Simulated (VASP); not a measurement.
# Ru (P6_3/mmc) in VASP: a series of runs

Aim: see how the results for Ru move with the level of theory and the settings. Levels: RPBE+D3(BJ), PBE+D4, PBEsol+D3(BJ), RPBE, revPBE+D3(BJ). Tasks: single point.

Everything below comes from runs of VASP 6.6.1. Logs are shortened: lines on timing, memory, paths and dates and some standing lists are left out, and cuts for length are marked.

**1. The cell of the first run**

It takes space group P6_3/mmc (No. 194, hexagonal). The conventional cell has a = 2.618 Å, b = 2.618 Å, c = 4.167 Å, α = 90.00°, β = 90.00°, γ = 120.00°. Ru (site symmetry -6m2) has 12 Ru at 2.57 to 2.62 Å within 3.4 Å.

**2. Single point, RPBE+D3(BJ)**

The input, INCAR:

```
ALGO = Normal ; EDIFF = 1E-7
ENCUT = 520 ; GGA = RP
ISIF = 2 ; ISMEAR = -1
IVDW = 12 ; LASPH = True
LCHARG = False ; LREAL = False
LWAVE = False ; NBANDS = 21
NELM = 60 ; PREC = Accurate
SIGMA = 0.05
```

The input, KPOINTS:

```
k-points
0
Gamma
  11 11 6
```

The input, POSCAR:

```
Ru
1.0
    2.6183948879      0.0000000000      0.0000000000
   -1.3091974439      2.2675964900      0.0000000000
    0.0000000000      0.0000000000      4.1668698501
Ru
2
Direct
    0.6666666667      0.3333333333      0.7500000000
    0.3333333333      0.6666666667      0.2500000000
```

Potentials or basis: VASP PAW PBE potentials, release 64 (Ru_pv).

Started as:

```console
> cat potpaw_PBE.64/Ru_pv/POTCAR > POTCAR
> mpirun -np 1 vasp_std > vasp.out
```

OUTCAR:

```text
EDIFF = 1E-7
   ENCUT = 520
   GGA = RP
   ISIF = 2
   ISMEAR = -1
   IVDW = 12
   LASPH = True
   LREAL = False
   NELM = 60
   PREC = Accurate
 IVDW          = 12

 ion  position               nearest neighbor table
   1  0.667  0.333  0.750-   2 2.57   2 2.57   2 2.57   2 2.57   2 2.57   2 2.57
   2  0.333  0.667  0.250-   1 2.57   1 2.57   1 2.57   1 2.57   1 2.57   1 2.57

  LATTYP: Found a hexagonal cell.
 ALAT       =     2.6183948879
 C/A-ratio  =     1.5913832819

  Lattice vectors:

 A1 = (   2.6183948879,   0.0000000000,   0.0000000000)
 A2 = (  -1.3091974439,   2.2675964900,   0.0000000000)
 A3 = (   0.0000000000,   0.0000000000,   4.1668698501)

Analysis of symmetry for initial positions (statically):
=====================================================================
 Subroutine PRICEL returns:
 Original cell was already a primitive cell.

 Routine SETGRP: Setting up the symmetry group for a
 hexagonal supercell.

 Subroutine GETGRP returns: Found 24 space group operations
 (whereof 12 operations were pure point group operations)
 out of a pool of 24 trial point group operations.

The static configuration has the point symmetry D_3d.
 The point group associated with its full space group is D_6h.

Analysis of symmetry for dynamics (positions and initial velocities):
=====================================================================
 Subroutine PRICEL returns:
 Original cell was already a primitive cell.

 Routine SETGRP: Setting up the symmetry group for a
 hexagonal supercell.

 Subroutine GETGRP returns: Found 24 space group operations
 (whereof 12 operations were pure point group operations)
 out of a pool of 24 trial point group operations.

The dynamic configuration has the point symmetry D_3d.
 The point group associated with its full space group is D_6h.

 Subroutine INISYM returns: Found 24 space group operations
 (whereof 12 operations are pure point group operations),
 and found     1 'primitive' translations

----------------------------------------------------------------------------------------

                                     Primitive cell

  volume of cell :      24.7406

  direct lattice vectors                    reciprocal lattice vectors
     2.618394888  0.000000000  0.000000000     0.381913364  0.220497784  0.000000000
    -1.309197444  2.267596490  0.000000000     0.000000000  0.440995567  0.000000000
     0.000000000  0.000000000  4.166869850     0.000000000  0.000000000  0.239988297

  length of vectors
     2.618394888  2.618394888  4.166869850     0.440995567  0.440995567  0.239988297

  position of ions in fractional coordinates (direct lattice)
     0.666666667  0.333333333  0.750000000
     0.333333333  0.666666667  0.250000000

  ion indices of the primitive-cell ions
   primitive index   ion index
                 1           1
                 2           2

----------------------------------------------------------------------------------------

 KPOINTS: k-points

Automatic generation of k-mesh.
 Grid dimensions read from file:
 generate k-points for:   11   11    6

 Generating k-lattice:

  Cartesian coordinates                     Fractional coordinates (reciprocal lattice)
     0.034719397  0.020045253  0.000000000     0.090909091 -0.000000000  0.000000000
     0.000000000  0.040090506  0.000000000     0.000000000  0.090909091  0.000000000
     0.000000000  0.000000000  0.039998050     0.000000000  0.000000000  0.166666667

  Length of vectors
     0.040090506  0.040090506  0.039998050

  Shift w.r.t. Gamma in fractional coordinates (k-lattice)
     0.000000000  0.000000000  0.000000000

 Subroutine IBZKPT returns following result:
 ===========================================

 Found     64 irreducible k-points:

 Following reciprocal coordinates:
            Coordinates               Weight
  0.000000  0.000000  0.000000      1.000000
  0.090909 -0.000000  0.000000      6.000000
  0.181818 -0.000000  0.000000      6.000000
  0.272727 -0.000000  0.000000      6.000000
  0.363636 -0.000000  0.000000      6.000000
  0.454545 -0.000000  0.000000      6.000000
[... 16 lines left out ...]
  0.090909  0.090909  0.166667     12.000000
  0.181818  0.090909  0.166667     24.000000
 [... further k-points ...]
   k-points           NKPTS =     64   k-points in BZ     NKDIM =     64   number of bands    NBANDS=     21
   number of dos      NEDOS =    301   number of ions     NIONS =      2
   total plane-waves  NPLWV =  12800
   dimension x,y,z NGX =    20 NGY =   20 NGZ =   32
   dimension x,y,z NGXF=    40 NGYF=   40 NGZF=   64
   ions per type =               2
   NGX,Y,Z   is equivalent  to a cutoff of  12.70, 12.70, 12.77 a.u.
   NGXF,Y,Z  is equivalent  to a cutoff of  25.40, 25.40, 25.53 a.u.
 SYSTEM =  unknown system
   PREC   = accura    normal or accurate (medium, high low for compatibility)
   ISTART =      0    job   : 0-new  1-cont  2-samecut
   ICHARG =      2    charge: 1-file 2-atom 10-const
   ISPIN  =      1    spin polarized calculation?
   LNONCOLLINEAR =      F non collinear calculations
   LSORBIT =      F    spin-orbit coupling
   LASPH  =      T    aspherical Exc in radial PAW
   ENCUT  =  520.0 eV  38.22 Ry    6.18 a.u.   4.87  4.87  7.75*2*pi/ulx,y,z
   NELM   =     60;   NELMIN=  2; NELMDL= -5     # of ELM steps
   EDIFF  = 0.1E-06   stopping-criterion for ELM
   LREAL  =      F    real-space projection
   EDIFFG = 0.1E-05   stopping-criterion for IOM
   NSW    =      0    number of steps for IOM
   IBRION =     -1    ionic relax: 0-MD 1-quasi-New 2-CG
   NFREE  =      0    steps in history (QN), initial steepest desc. (CG)
   ISIF   =      2    stress and relaxation
   ISYM   =      2    0-nonsym 1-usesym 2-fastsym
   POTIM  = 0.5000    time-step for ionic-motion
   TEBEG  =    0.0;   TEEND  =   0.0 temperature during run
   PSTRESS=    0.0 pullay stress
   NELECT =      28.0000    total number of electrons
   NUPDOWN=      -1.0000    fix difference up-down
   EMIN   =  10.00;   EMAX   =-10.00  energy-range for DOS
   EFERMI =   0.00;   METHOD = LEGACY
   ISMEAR =    -1;   SIGMA  =   0.05  broadening in eV -4-tet -1-fermi 0-gaus
   EFERMI_NEDOS =   21; number of points for ismear=-14 and -15
   IALGO  =     38    algorithm
   IMIX   =      4    mixing-type and parameters
     AMIX     =   0.40;   BMIX     =  1.00
     AMIX_MAG =   1.60;   BMIX_MAG =  1.00
  volume/ion in A,a.u.               =      12.37        83.48
  Fermi-wavevector in a.u.,A,eV,Ry     =   1.706045  3.223958 39.600988  2.910591
  Thomas-Fermi vector in A             =   2.785154
   LORBIT       =      0    0 simple, 1 ext, 2 COOP (PROOUT), +10 PAW based schemes
   GGA     = RP    functional components
   LHFCALC =     F    Hartree Fock is set to
   AEXX    =    0.0000 exact exchange contribution
   IVDW    =    12    specifies the selected vdW correction
   LEPSILON=     F    determine dielectric tensor
   LRPA    =     F    only Hartree local field effects (RPA)
 non-spin polarized calculation
  energy-cutoff  :      520.00
  volume of cell :       24.74
 maximum number of plane-waves:       687
 NGX is ok and might be reduce to    20
   NGX =  9   NGY =  9   NGZ = 15

 number of electron      27.9999996 magnetization

 Free energy of the ion-electron system (eV)
  ---------------------------------------------------
  ext. energy  EPLUGINS =         0.00000000
  ---------------------------------------------------
  free energy    TOTEN  =       -16.74455203 eV

  energy without entropy =      -16.73029994  energy(sigma->0) =      -16.73742598

 E-fermi :  14.6132     XC(G=0): -14.6370

 val. band max:       14.6041353592   @ k =   0.2727  -0.0000   0.0000
 cond. band min:      14.6398645954   @ k =   0.0909   0.0909   0.3333
 fundamental gap:      0.0357292362
 Fermi energy:        14.6132488733

 k-point     1 :       0.0000    0.0000    0.0000
  band No.  band energies     occupation
      1     -29.3510      2.00000
      2     -28.0910      2.00000
      3     -28.0910      2.00000
      4     -27.8716      2.00000
      5     -27.8716      2.00000
      6     -27.8231      2.00000
[... 13 lines left out ...]
     20      25.0921      0.00000
     21      26.1559      0.00000

 k-point     2 :       0.0909   -0.0000    0.0000
  band No.  band energies     occupation
      1     -29.3133      2.00000
      2     -28.1742      2.00000
      3     -28.1184      2.00000
      4     -27.9579      2.00000
      5     -27.8828      2.00000
      6     -27.8399      2.00000
[... 13 lines left out ...]
     20      25.0922      0.00000
     21      26.1031      0.00000

 k-point     3 :       0.1818   -0.0000    0.0000
  band No.  band energies     occupation
      1     -29.2060      2.00000
      2     -28.3973      2.00000
      3     -28.1894      2.00000
      4     -28.1830      2.00000
      5     -27.9154      2.00000
      6     -27.8910      2.00000
[... 13 lines left out ...]
     20      25.0922      0.00000
     21      25.9041      0.00000

 k-point     4 :       0.2727   -0.0000    0.0000
  band No.  band energies     occupation
      1     -29.0470      2.00000
      2     -28.6882      2.00000
      3     -28.4647      2.00000
      4     -28.2777      2.00000
      5     -27.9760      2.00000
      6     -27.9613      2.00000
[... 13 lines left out ...]
     20      25.0922      0.00000
     21      25.6004      0.00000

 k-point     5 :       0.3636   -0.0000    0.0000
  band No.  band energies     occupation
      1     -28.9533      2.00000
      2     -28.8673      2.00000
      3     -28.7120      2.00000
      4     -28.3557      2.00000
      5     -28.0873      2.00000
      6     -28.0056      2.00000
[... 13 lines left out ...]
     20      25.0938      0.00000
     21      25.7550      0.00000

 k-point     6 :       0.4545   -0.0000    0.0000
  band No.  band energies     occupation
      1     -29.1094      2.00000
      2     -28.8547      2.00000
      3     -28.7244      2.00000
      4     -28.4008      2.00000
      5     -28.1891      2.00000
      6     -28.0325      2.00000
[... 13 lines left out ...]
     20      25.0921      0.00000
     21      26.5874      0.00000

 k-point     7 :       0.0909    0.0909    0.0000
  band No.  band energies     occupation
      1     -29.2407      2.00000
      2     -28.3090      2.00000
      3     -28.2147      2.00000
      4     -28.0719      2.00000
      5     -27.9178      2.00000
      6     -27.8740      2.00000
[... 13 lines left out ...]
     20      25.0922      0.00000
     21      25.9778      0.00000
[... 291 lines left out ...]
      1     -29.0455      2.00000
      2     -28.6241      2.00000
      3     -28.5163      2.00000
      4     -28.2569      2.00000
      5     -27.9910      2.00000
      6     -27.9829      2.00000
[... 13 lines left out ...]
     20      25.0922      0.00000
     21      27.3438      0.00000

 k-point    21 :       0.3636   -0.0000    0.1667
  band No.  band energies     occupation
      1     -29.0729      2.00000
      2     -28.8108      2.00000
      3     -28.6542      2.00000
      4     -28.3327      2.00000
      5     -28.0780      2.00000
      6     -28.0296      2.00000
[... 13 lines left out ...]
     20      25.0922      0.00000
     21      26.8839      0.00000

 k-point    22 :       0.4545   -0.0000    0.1667
  band No.  band energies     occupation
      1     -29.1786      2.00000
      2     -28.9377      2.00000
      3     -28.5967      2.00000
      4     -28.3767      2.00000
      5     -28.1578      2.00000
      6     -28.0578      2.00000
[... 13 lines left out ...]
     20      25.0920      0.00000
     21      26.3097      0.00000

 k-point    23 :       0.0909    0.0909    0.1667
  band No.  band energies     occupation
      1     -29.1660      2.00000
      2     -28.2829      2.00000
      3     -28.2258      2.00000
      4     -28.1174      2.00000
      5     -27.9354      2.00000
      6     -27.9095      2.00000
[... 13 lines left out ...]
     20      25.0922      0.00000
     21      27.3780      0.00000

 k-point    24 :       0.1818    0.0909    0.1667
  band No.  band energies     occupation
      1     -29.0717      2.00000
      2     -28.5081      2.00000
      3     -28.4426      2.00000
      4     -28.2206      2.00000
      5     -27.9984      2.00000
      6     -27.9547      2.00000
[... 13 lines left out ...]
     20      25.0922      0.00000
     21      27.3932      0.00000

 [... further k-points ...]

------------------------ aborting loop because EDIFF is reached ----------------------------------------

 Edisp (eV)   -7.51241

 E8    (eV) :    -5.0535

  FORCE on cell =-STRESS in cart. coord.  units (eV):
  Direction    XX          YY          ZZ          XY          YZ          ZX
  --------------------------------------------------------------------------------------
  -------------------------------------------------------------------------------------
  Total       0.04337     0.04337     0.05830     0.00000    -0.00000    -0.00000
  in kB       2.80881     2.80881     3.77574     0.00000    -0.00000    -0.00000
  external pressure =        3.13 kB  Pullay stress =        0.00 kB

 VOLUME and BASIS-vectors are now :
 -----------------------------------------------------------------------------
  energy-cutoff  :      520.00
  volume of cell :       24.74
      direct lattice vectors                 reciprocal lattice vectors
     2.618394888  0.000000000  0.000000000     0.381913364  0.220497784  0.000000000
    -1.309197444  2.267596490  0.000000000     0.000000000  0.440995567  0.000000000
     0.000000000  0.000000000  4.166869850     0.000000000  0.000000000  0.239988297

 POSITION                                       TOTAL-FORCE (eV/Angst)
 -----------------------------------------------------------------------------------
      1.30920      0.75587      3.12515        -0.000000      0.000000      0.000000
     -0.00000      1.51173      1.04172         0.000000     -0.000000      0.000000
 -----------------------------------------------------------------------------------
    total drift:                               -0.000000      0.000000     -0.000000

  FREE ENERGIE OF THE ION-ELECTRON SYSTEM (eV)
  ---------------------------------------------------
  free  energy   TOTEN  =       -24.2569592704 eV

  energy  without entropy=      -24.2427071755  energy(sigma->0) =      -24.24983322
```

Wall time 12 s (1 thread of Intel Xeon 6975P-C (Granite Rapids), shared host); peak memory 0.16 GiB.

Results:

| Property | Result |
| --- | --- |
| Free energy | -24.2570 eV |
| Pressure | 0.3 GPa |
| Band gap on the k mesh | zero (band 14 reaches 16.44 eV, above the bottom of band 15 at 12.93 eV) |
| Dispersion energy per atom | -3.756 eV |

Caveat: the PAW data sets were made with another functional, which shifts forces and pressure a little; pairwise dispersion overbinds metals, which lowers pressure and volume.

**3. Single point, PBE+D4**

This run uses another cell than the first one, of 12.76 Å³/atom, 1.032 times its volume.

The input, INCAR:

```
ALGO = Normal
EDIFF = 1E-7
ENCUT = 520
GGA = PE
ISIF = 2
ISMEAR = -1
IVDW = 13
LASPH = True
LCHARG = False
LREAL = False
LWAVE = False
NBANDS = 21
NELM = 80
PREC = Accurate
SIGMA = 0.05
```

KPOINTS is that of step 2.

The input, POSCAR:

```
Ru
1.0
    2.6505640930      0.0000000000      0.0000000000
   -1.3252820465      2.2954558389      0.0000000000
    0.0000000000      0.0000000000      4.1944897589
Ru
2
Direct
    0.6666666667      0.3333333333      0.7500000000
    0.3333333333      0.6666666667      0.2500000000
```

Potentials or basis: VASP PAW PBE potentials, release 64 (Ru_pv).

Started as:

```console
> cat potpaw_PBE.64/Ru_pv/POTCAR > POTCAR
> mpirun -np 1 vasp_std > vasp.out
```

OUTCAR:

```text
EDIFF = 1E-7
   ENCUT = 520
   GGA = PE
   ISIF = 2
   ISMEAR = -1
   IVDW = 13
   LASPH = True
   LREAL = False
   NELM = 80
   PREC = Accurate

 ion  position               nearest neighbor table
   1  0.667  0.333  0.750-   2 2.60   2 2.60   2 2.60   2 2.60   2 2.60   2 2.60
   2  0.333  0.667  0.250-   1 2.60   1 2.60   1 2.60   1 2.60   1 2.60   1 2.60

  LATTYP: Found a hexagonal cell.
 ALAT       =     2.6505640930
 C/A-ratio  =     1.5824894670

  Lattice vectors:

 A1 = (   2.6505640930,   0.0000000000,   0.0000000000)
[... 765 lines left out ...]

  DFT-D4 for vdW energy calculation

  Edisp (eV):   -1.11353

  FORCE on cell =-STRESS in cart. coord.  units (eV):
  Direction    XX          YY          ZZ          XY          YZ          ZX
  --------------------------------------------------------------------------------------
  -------------------------------------------------------------------------------------
  Total       3.42085     3.42085     3.65316    -0.00000     0.00000     0.00000
  in kB     214.76230   214.76230   229.34673    -0.00000     0.00000     0.00000
  external pressure =      219.62 kB  Pullay stress =        0.00 kB

 VOLUME and BASIS-vectors are now :
 -----------------------------------------------------------------------------
  energy-cutoff  :      520.00
  volume of cell :       25.52
      direct lattice vectors                 reciprocal lattice vectors
     2.650564093  0.000000000  0.000000000     0.377278181  0.217821659  0.000000000
    -1.325282046  2.295455839  0.000000000     0.000000000  0.435643319  0.000000000
     0.000000000  0.000000000  4.194489759     0.000000000  0.000000000  0.238408020

 POSITION                                       TOTAL-FORCE (eV/Angst)
 -----------------------------------------------------------------------------------
      1.32528      0.76515      3.14587         0.000000     -0.000000      0.000000
     -0.00000      1.53030      1.04862        -0.000000      0.000000      0.000000
 -----------------------------------------------------------------------------------
    total drift:                               -0.000000      0.000000     -0.000000

  FREE ENERGIE OF THE ION-ELECTRON SYSTEM (eV)
  ---------------------------------------------------
  free  energy   TOTEN  =       -19.4114832505 eV

  energy  without entropy=      -19.3962047472  energy(sigma->0) =      -19.40384400
```

OSZICAR:

```text
N       E                     dE             d eps       ncg     rms          rms(c)
DAV:   1     0.290334551493E+03    0.29033E+03   -0.17580E+04  2688   0.150E+03
DAV:   2    -0.135254158843E+02   -0.30386E+03   -0.29424E+03  2738   0.449E+02
DAV:   3    -0.195227524204E+02   -0.59973E+01   -0.59608E+01  3183   0.707E+01
DAV:   4    -0.195659902708E+02   -0.43238E-01   -0.43190E-01  3306   0.584E+00
DAV:   5    -0.195665880284E+02   -0.59776E-03   -0.59102E-03  3051   0.609E-01    0.207E+01
DAV:   6    -0.183995616030E+02    0.11670E+01   -0.24830E+00  3123   0.155E+01    0.642E+00
DAV:   7    -0.183067120506E+02    0.92850E-01   -0.48975E-01  3048   0.542E+00    0.122E+00
DAV:   8    -0.182984643911E+02    0.82477E-02   -0.16534E-02  2953   0.124E+00    0.472E-01
DAV:   9    -0.182979448104E+02    0.51958E-03   -0.84403E-04  3083   0.314E-01    0.360E-02
DAV:  10    -0.182979517297E+02   -0.69193E-05   -0.43291E-05  3033   0.695E-02    0.156E-02
DAV:  11    -0.182979502234E+02    0.15063E-05   -0.54455E-06  2988   0.231E-02    0.197E-03
DAV:  12    -0.182979498867E+02    0.33669E-06   -0.74704E-08  2019   0.277E-03    0.103E-03
DAV:  13    -0.182979499427E+02   -0.55994E-07   -0.84705E-09  1579   0.101E-03
   1 F= -.19411483E+02 E0= -.19403844E+02  d E =-.152785E-01
```

stdout:

```text
POSCAR found type information on POSCAR Ru
 POSCAR found :  1 types and       2 ions
 scaLAPACK will be used
 LDA part: xc-table for (Slater+PW92), standard interpolation
 POSCAR, INCAR and KPOINTS ok, starting setup
 FFT: planning ... GRIDC
 FFT: planning ... GRID_SOFT
 FFT: planning ... GRID
 WAVECAR not read
 entering main loop
```

Wall time 13 s (1 thread of Intel Xeon 6975P-C (Granite Rapids), shared host); peak memory 0.15 GiB.

Results:

```yaml
Free_energy: -19.4115 eV
Pressure: 22.0 GPa
Band_gap_on_the_k_mesh: zero (band 14 reaches 15.66 eV, above the bottom of band 15 at 12.28 eV)
Dispersion_energy_per_atom: -0.557 eV
```

Levels at points of the mesh, in eV from the Fermi level:
| k point | band 12 | band 13 | band 14 | band 15 | band 16 | band 17 |
| --- | --- | --- | --- | --- | --- | --- |
| (0.00, 0.00, 0.00) | -2.03 | -2.03 | -1.45 | -1.45 | 1.37 | 1.37 |
| (0.00, 0.00, 0.50) | -2.96 | -2.84 | -2.84 | 0.68 | 0.68 | 0.68 |

Caveat: pairwise dispersion overbinds metals, which lowers pressure and volume.

(Part 1 of 2 ends here.)
